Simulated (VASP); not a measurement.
# C (Fd-3m) in VASP: notebook

The runs below take C through single point, with PBE.

Program: VASP 6.6.1. These are calculated values, not measurements. Logs are shortened: lines on timing, memory, paths and dates and some standing lists are left out, and cuts for length are marked.

## Step 1: The cell of the first run

It takes space group Fd-3m (No. 227, cubic). The conventional cell has a = 3.660 Å, b = 3.660 Å, c = 3.660 Å, α = 90.00°, β = 90.00°, γ = 90.00°. C (site symmetry -43m) has 4 C at 1.58 Å within 2.1 Å.

## Step 2: Single point, PBE

Input file INCAR:

```
SYSTEM = C
ALGO     = Normal         ! electronic algorithm
EDIFF    = 1E-6           ! SCF threshold, eV
ENCUT    = 600            ! plane-wave cutoff, eV
GGA      = PE             ! functional
GGA_COMPAT= .FALSE.      
ISIF     = 2              ! what is computed and relaxed
ISMEAR   = 0              ! smearing method
LASPH    = .TRUE.         ! aspherical terms in the spheres
LCHARG   = .FALSE.        ! write CHGCAR
LREAL    = .FALSE.        ! projectors in reciprocal space
LWAVE    = .FALSE.        ! write WAVECAR
NBANDS   = 11             ! bands
NELM     = 120            ! most SCF steps
PREC     = Accurate       ! precision mode
SIGMA    = 0.01           ! smearing width, eV
```

Input file KPOINTS:

```
k-points
0
G
  4 4 4
  0 0 0
```

Input file POSCAR:

```
C
1.0
    0.0000000000      1.8298452605      1.8298452605
    1.8298452605      0.0000000000      1.8298452605
    1.8298452605      1.8298452605      0.0000000000
C
2
Direct
    0.0000000000      0.0000000000      0.0000000000
    0.2500000000      0.2500000000      0.2500000000
```

Potentials or basis: VASP PAW PBE potentials, release 64 (C).

Launch:

```sh
$ cat potpaw_PBE.64/C/POTCAR > POTCAR
$ mpirun -np 1 vasp_std > vasp.out
```

OUTCAR:

```text
SYSTEM = C
   EDIFF = 1E-6
   ENCUT = 600
   GGA = PE
   ISIF = 2
   ISMEAR = 0
   LASPH = .TRUE.
   LREAL = .FALSE.
   NELM = 120
   PREC = Accurate

 ion  position               nearest neighbor table
   1  0.000  0.000  0.000-   2 1.58   2 1.58   2 1.58   2 1.58
   2  0.250  0.250  0.250-   1 1.58   1 1.58   1 1.58   1 1.58

  LATTYP: Found a face centered cubic cell.
 ALAT       =     3.6596905210

  Lattice vectors:

 A1 = (   0.0000000000,   1.8298452605,   1.8298452605)
 A2 = (   1.8298452605,   0.0000000000,   1.8298452605)
 A3 = (   1.8298452605,   1.8298452605,   0.0000000000)

Analysis of symmetry for initial positions (statically):
=====================================================================
 Subroutine PRICEL returns:
 Original cell was already a primitive cell.

 Routine SETGRP: Setting up the symmetry group for a
 face centered cubic supercell.

 Subroutine GETGRP returns: Found 48 space group operations
 (whereof 24 operations were pure point group operations)
 out of a pool of 48 trial point group operations.

The static configuration has the point symmetry T_d .
 The point group associated with its full space group is O_h .

Analysis of symmetry for dynamics (positions and initial velocities):
=====================================================================
 Subroutine PRICEL returns:
 Original cell was already a primitive cell.

 Routine SETGRP: Setting up the symmetry group for a
 face centered cubic supercell.

 Subroutine GETGRP returns: Found 48 space group operations
 (whereof 24 operations were pure point group operations)
 out of a pool of 48 trial point group operations.

The dynamic configuration has the point symmetry T_d .
 The point group associated with its full space group is O_h .

 Subroutine INISYM returns: Found 48 space group operations
 (whereof 24 operations are pure point group operations),
 and found     1 'primitive' translations

----------------------------------------------------------------------------------------

                                     Primitive cell

  volume of cell :      12.2539

  direct lattice vectors                    reciprocal lattice vectors
     0.000000000  1.829845260  1.829845260    -0.273247149  0.273247149  0.273247149
     1.829845260  0.000000000  1.829845260     0.273247149 -0.273247149  0.273247149
     1.829845260  1.829845260  0.000000000     0.273247149  0.273247149 -0.273247149
[... 66 lines left out ...]
   NELM   =    120;   NELMIN=  2; NELMDL= -5     # of ELM steps
   EDIFF  = 0.1E-05   stopping-criterion for ELM
   LREAL  =      F    real-space projection
[... 7 lines left out ...]
   TEBEG  =    0.0;   TEEND  =   0.0 temperature during run
   PSTRESS=    0.0 pullay stress
   NELECT =       8.0000    total number of electrons
   NUPDOWN=      -1.0000    fix difference up-down
   EMIN   =  10.00;   EMAX   =-10.00  energy-range for DOS
   EFERMI =   0.00;   METHOD = LEGACY
   ISMEAR =     0;   SIGMA  =   0.01  broadening in eV -4-tet -1-fermi 0-gaus
   EFERMI_NEDOS =   21; number of points for ismear=-14 and -15
   IALGO  =     38    algorithm
   IMIX   =      4    mixing-type and parameters
     AMIX     =   0.40;   BMIX     =  1.00
     AMIX_MAG =   1.60;   BMIX_MAG =  1.00
  volume/ion in A,a.u.               =       6.13        41.35
  Fermi-wavevector in a.u.,A,eV,Ry     =   1.420192  2.683774 27.442216  2.016946
  Thomas-Fermi vector in A             =   2.541133
   LORBIT       =      0    0 simple, 1 ext, 2 COOP (PROOUT), +10 PAW based schemes
   GGA     = PE    functional components
   LHFCALC =     F    Hartree Fock is set to
   AEXX    =    0.0000 exact exchange contribution
   IVDW    =     0    specifies the selected vdW correction
   LEPSILON=     F    determine dielectric tensor
   LRPA    =     F    only Hartree local field effects (RPA)
 non-spin polarized calculation
 Gauss-broadening in eV      SIGMA  =   0.01
  energy-cutoff  :      600.00
  volume of cell :       12.25
 maximum number of plane-waves:       415
 NGX is ok and might be reduce to    24
   NGX = 11   NGY = 11   NGZ = 11

 number of electron       8.0000000 magnetization

 Free energy of the ion-electron system (eV)
  ---------------------------------------------------
  ext. energy  EPLUGINS =         0.00000000
  ---------------------------------------------------
  free energy    TOTEN  =       -17.98715746 eV

  energy without entropy =      -17.98715746  energy(sigma->0) =      -17.98715746

 E-fermi :   8.7342     XC(G=0): -12.8526

 val. band max:        8.6757453414   @ k =   0.0000   0.0000   0.0000
 cond. band min:      12.9214367144   @ k =   0.2500   0.2500   0.0000
 fundamental gap:      4.2456913730
 Fermi energy:         8.7342166830

 k-point     1 :       0.0000    0.0000    0.0000
  band No.  band energies     occupation
      1     -11.8032      2.00000
      2       8.6757      2.00000
      3       8.6757      2.00000
      4       8.6757      2.00000
      5      14.0466      0.00000
      6      14.0466      0.00000
      7      14.0466      0.00000
      8      20.2845      0.00000
      9      27.0053      0.00000
     10      34.3598      0.00000
     11      34.3598      0.00000
[... 85 lines left out ...]
 k-point     8 :      -0.2500    0.5000    0.2500
  band No.  band energies     occupation
      1      -2.8950      2.00000
      2      -2.8950      2.00000
      3       0.9887      2.00000
      4       0.9887      2.00000
      5      18.9367      0.00000
      6      18.9367      0.00000
      7      20.0168      0.00000
      8      20.0168      0.00000
      9      28.8403      0.00000
     10      28.8403      0.00000
     11      37.8374      0.00000

------------------------ aborting loop because EDIFF is reached ----------------------------------------

  FORCE on cell =-STRESS in cart. coord.  units (eV):
  Direction    XX          YY          ZZ          XY          YZ          ZX
  --------------------------------------------------------------------------------------
  -------------------------------------------------------------------------------------
  Total       -2.0534713     -2.0534713     -2.0534713     -0.0000000     -0.0000000      0.0000000
  in kB     -268.4887752   -268.4887752   -268.4887752     -0.0000000     -0.0000000      0.0000000
  external PRESSURE =    -268.4887752 kB  Pullay stress =       0.0000000 kB

 VOLUME and BASIS-vectors are now :
 -----------------------------------------------------------------------------
  energy-cutoff  :      600.00
  volume of cell :       12.25
      direct lattice vectors                 reciprocal lattice vectors
     0.000000000  1.829845260  1.829845260    -0.273247149  0.273247149  0.273247149
     1.829845260  0.000000000  1.829845260     0.273247149 -0.273247149  0.273247149
     1.829845260  1.829845260  0.000000000     0.273247149  0.273247149 -0.273247149

 POSITION                                       TOTAL-FORCE (eV/Angst)
 -----------------------------------------------------------------------------------
      0.00000      0.00000      0.00000         0.000000      0.000000     -0.000000
      0.91492      0.91492      0.91492        -0.000000     -0.000000      0.000000
 -----------------------------------------------------------------------------------
    total drift:                               -0.000000      0.000000      0.000000

  FREE ENERGIE OF THE ION-ELECTRON SYSTEM (eV)
  ---------------------------------------------------
  free  energy   TOTEN  =       -17.9871574615 eV

  energy  without entropy=      -17.9871574615  energy(sigma->0) =      -17.98715746
```

OSZICAR:

```text
N       E                     dE             d eps       ncg     rms          rms(c)
DAV:   1     0.263330828962E+01    0.26333E+01   -0.49676E+03   176   0.795E+02
DAV:   2    -0.180846798517E+02   -0.20718E+02   -0.19999E+02   214   0.129E+02
DAV:   3    -0.185062358887E+02   -0.42156E+00   -0.42078E+00   212   0.150E+01
DAV:   4    -0.185069679788E+02   -0.73209E-03   -0.73208E-03   194   0.801E-01
DAV:   5    -0.185069691387E+02   -0.11599E-05   -0.11598E-05   197   0.299E-02    0.506E+00
DAV:   6    -0.181173784563E+02    0.38959E+00   -0.20351E-01   185   0.312E+00    0.302E+00
DAV:   7    -0.179852929263E+02    0.13209E+00   -0.25880E-01   182   0.357E+00    0.637E-01
DAV:   8    -0.179870808786E+02   -0.17880E-02   -0.75362E-03   182   0.636E-01    0.435E-02
DAV:   9    -0.179871368987E+02   -0.56020E-04   -0.77787E-05   199   0.704E-02    0.243E-02
DAV:  10    -0.179871573859E+02   -0.20487E-04   -0.16801E-05   188   0.350E-02    0.544E-03
DAV:  11    -0.179871574615E+02   -0.75633E-07   -0.31748E-07   178   0.492E-03
   1 F= -.17987157E+02 E0= -.17987157E+02  d E =-.375119E-18
```

It took 4.7 s on 1 thread of Intel Xeon 8259CL, shared host; peak memory 0.13 GiB.

What came out:

* Free energy: -17.9872 eV
* Pressure: -26.8 GPa
* Band gap on the k mesh: 4.25 eV, indirect (least direct gap 5.37 eV)

Caveat: the k points lie up to 0.74 Å⁻¹ apart. A k mesh can miss the band edges.

## Step 3: Single point, PBE

This run uses another cell than the first one, of 5.22 Å³/atom, 0.852 times its volume.

Input file INCAR:

```
PREC = Accurate
ENCUT = 600
EDIFF = 1E-6
ISMEAR = 0
SIGMA = 0.01
LREAL = False
LASPH = True
NELM = 120
ALGO = Normal
ISIF = 2
LWAVE = False
LCHARG = False
GGA = PE
NBANDS = 11
GGA_COMPAT = False
```

Input file KPOINTS:

```
Automatic mesh
0
Gamma
  4 4 4
```

Input file POSCAR:

```
C
1.0
    0.0000000000      1.7346121716      1.7346121716
    1.7346121716      0.0000000000      1.7346121716
    1.7346121716      1.7346121716      0.0000000000
C
2
Direct
    0.0000000000      0.0000000000      0.0000000000
    0.2500000000      0.2500000000      0.2500000000
```

Potentials or basis: VASP PAW PBE potentials, release 64 (C).

Launch:

```sh
$ cat potpaw_PBE.64/C/POTCAR > POTCAR
$ mpirun -np 1 vasp_std > vasp.out
```

Run time: 4.1 s. Hardware: 1 thread of Intel Xeon 8259CL, shared host; peak memory 0.11 GiB.

The run converged. Its results:

| Property | Result |
| --- | --- |
| Free energy | -17.9218 eV |
| Pressure | 45.9 GPa |
| Band gap on the k mesh | 4.64 eV, indirect (least direct gap 5.81 eV) |

Levels at points of the mesh, in eV from the valence-band top:
```
           k point  band 1  band 2  band 3  band 4  band 5  band 6  band 7  band 8  band 9
(0.00, 0.00, 0.00)  -22.64    0.00    0.00    0.00    5.81    5.81    5.81   15.29   20.38
(0.50, 0.00, 0.00)  -16.37  -14.34   -3.02   -3.02    8.80    8.80   10.00   16.44   23.13
(0.50, 0.50, 0.00)  -13.38  -13.38   -6.83   -6.83    4.91    4.91   18.11   18.11   24.84
```

Caveat: the k points lie up to 0.78 Å⁻¹ apart. A k mesh can miss the band edges.

## Step 4: Single point, PBE

This run uses another cell than the first one, of 5.22 Å³/atom, 0.852 times its volume.

Input file INCAR:

```
SYSTEM = C
  PREC = Accurate
  ENCUT = 600
  EDIFF = 1E-6
  ISMEAR = 0
  SIGMA = 0.01
  LREAL = .False.
  LASPH = .True.
  NELM = 120
  ALGO = Normal
  ISIF = 2
  LWAVE = .False.
  LCHARG = .True.
  GGA = PE
  LELF = .True.
  LVHAR = .True.
  NBANDS = 11
  GGA_COMPAT = .False.
```

Input file KPOINTS:

```
regular mesh
0
Gamma
  4 4 4
  0 0 0
```

POSCAR is that of step 3.

Launch:

```sh
$ cat potpaw_PBE.64/C/POTCAR > POTCAR
$ mpirun -np 1 vasp_std > vasp.out
```

Run time: 4.4 s. Hardware: 1 thread of Intel Xeon 8259CL, shared host; peak memory 0.11 GiB.

It converged, with:

* Free energy: -17.9218 eV
* Pressure: 45.9 GPa
* Band gap on the k mesh: 4.64 eV, indirect (least direct gap 5.81 eV)

Levels at points of the mesh, in eV from the valence-band top:
```
           k point  band 1  band 2  band 3  band 4  band 5  band 6  band 7  band 8
(0.00, 0.00, 0.00)  -22.64    0.00    0.00    0.00    5.81    5.81    5.81   15.29
(0.50, 0.00, 0.00)  -16.37  -14.34   -3.02   -3.02    8.80    8.80   10.00   16.44
(0.50, 0.50, 0.00)  -13.38  -13.38   -6.83   -6.83    4.91    4.91   18.11   18.11
```

Caveat: the k points lie up to 0.78 Å⁻¹ apart. A hybrid or GW would open this gap; PBE tends to underestimate it.

## Step 5: Single point, PBE

This run uses another cell than the first one, of 5.45 Å³/atom, 0.889 times its volume.

Input file INCAR:

```
PREC     = Accurate       # precision mode
ENCUT    = 600            # plane-wave cutoff, eV
EDIFF    = 1E-6           # SCF threshold, eV
ISMEAR   = 0              # smearing method
SIGMA    = 0.01           # smearing width, eV
LREAL    = F              # projectors in reciprocal space
LASPH    = T              # aspherical terms in the spheres
NELM     = 120            # most SCF steps
ALGO     = Normal         # electronic algorithm
ISIF     = 2              # what is computed and relaxed
LWAVE    = F              # write WAVECAR
LCHARG   = F              # write CHGCAR
GGA      = PE             # functional
NBANDS   = 11             # bands
GGA_COMPAT= F
```

Input file KPOINTS:

```
Automatic mesh
0
Gamma
  4 4 4
```

Input file POSCAR:

```
C
1.0
    0.0000000000      1.7593956938      1.7593956938
    1.7593956938      0.0000000000      1.7593956938
    1.7593956938      1.7593956938      0.0000000000
C
2
Direct
    0.0000000000      0.0000000000      0.0000000000
    0.2500000000      0.2500000000      0.2500000000
```

Launch:

```sh
$ cat potpaw_PBE.64/C/POTCAR > POTCAR
$ mpirun -np 1 vasp_std > vasp.out
```

It took 4.1 s on 1 thread of Intel Xeon 8259CL, shared host; peak memory 0.11 GiB.

Results (log left out):

* Free energy: -18.0202 eV
* Pressure: 22.4 GPa
* Band gap on the k mesh: 4.53 eV, indirect (least direct gap 5.69 eV)

Levels at points of the mesh, in eV from the valence-band top:
| k point | band 1 | band 2 | band 3 | band 4 | band 5 | band 6 | band 7 | band 8 | band 9 |
| --- | --- | --- | --- | --- | --- | --- | --- | --- | --- |
| (0.00, 0.00, 0.00) | -22.04 | 0.00 | 0.00 | 0.00 | 5.69 | 5.69 | 5.69 | 14.27 | 19.81 |
| (0.50, 0.00, 0.00) | -16.03 | -13.85 | -2.91 | -2.91 | 8.62 | 8.62 | 9.40 | 16.06 | 22.48 |
| (0.50, 0.50, 0.00) | -13.07 | -13.07 | -6.56 | -6.56 | 4.83 | 4.83 | 17.44 | 17.44 | 24.00 |

Caveat: the k points lie up to 0.77 Å⁻¹ apart.

## Step 6: Single point, PBE

This run uses another cell than the first one, of 5.45 Å³/atom, 0.889 times its volume.

Input file INCAR:

```
SYSTEM = C
PREC = Accurate
ENCUT = 600
EDIFF = 1E-6
ISMEAR = 0
SIGMA = 0.01
LREAL = .FALSE.
LASPH = .TRUE.
NELM = 120
ALGO = Normal
ISIF = 2
LWAVE = .FALSE.
LCHARG = .TRUE.
GGA = PE
LELF = .TRUE.
LVHAR = .TRUE.
NBANDS = 11
GGA_COMPAT = .FALSE.
```

Input file KPOINTS:

```
Automatic mesh
0
G
  4 4 4
  0 0 0
```

POSCAR is that of step 5.

Potentials or basis: VASP PAW PBE potentials, release 64 (C).

Launch:

```sh
$ cat potpaw_PBE.64/C/POTCAR > POTCAR
$ mpirun -np 1 vasp_std > vasp.out
```

Run time: 4.4 s. Hardware: 1 thread of Intel Xeon 8259CL, shared host; peak memory 0.11 GiB.

Results (log left out):

- Free energy: -18.0202 eV
- Pressure: 22.4 GPa
- Band gap on the k mesh: 4.53 eV, indirect (least direct gap 5.69 eV)

Levels at points of the mesh, in eV from the valence-band top:
| k point | band 1 | band 2 | band 3 | band 4 | band 5 | band 6 | band 7 | band 8 | band 9 |
| --- | --- | --- | --- | --- | --- | --- | --- | --- | --- |
| (0.00, 0.00, 0.00) | -22.04 | 0.00 | 0.00 | 0.00 | 5.69 | 5.69 | 5.69 | 14.27 | 19.81 |
| (0.50, 0.00, 0.00) | -16.03 | -13.85 | -2.91 | -2.91 | 8.62 | 8.62 | 9.40 | 16.06 | 22.48 |
| (0.50, 0.50, 0.00) | -13.07 | -13.07 | -6.56 | -6.56 | 4.83 | 4.83 | 17.44 | 17.44 | 24.00 |

Caveat: the k points lie up to 0.77 Å⁻¹ apart. A k mesh can miss the band edges.

## Step 7: Summary

```csv
cell,gap on the mesh (eV),pressure (GPa)
"a = 2.588 Å, angles 60.0°, 2 atoms",4.25,-26.8
"a = 2.453 Å, angles 60.0°, 2 atoms",4.64,45.9
"a = 2.488 Å, angles 60.0°, 2 atoms",4.53,22.4
```

Alike in all rows: task single point; level PBE; potentials or basis VASP PAW PBE potentials, release 64 (C); no spin polarisation; k mesh 4 × 4 × 4; cutoff (eV) 600; smearing gaussian 0.01 eV.

Caveats: all runs use coarse meshes.

Total energies depend on the potentials used, so only differences within one code and one set of settings carry meaning.
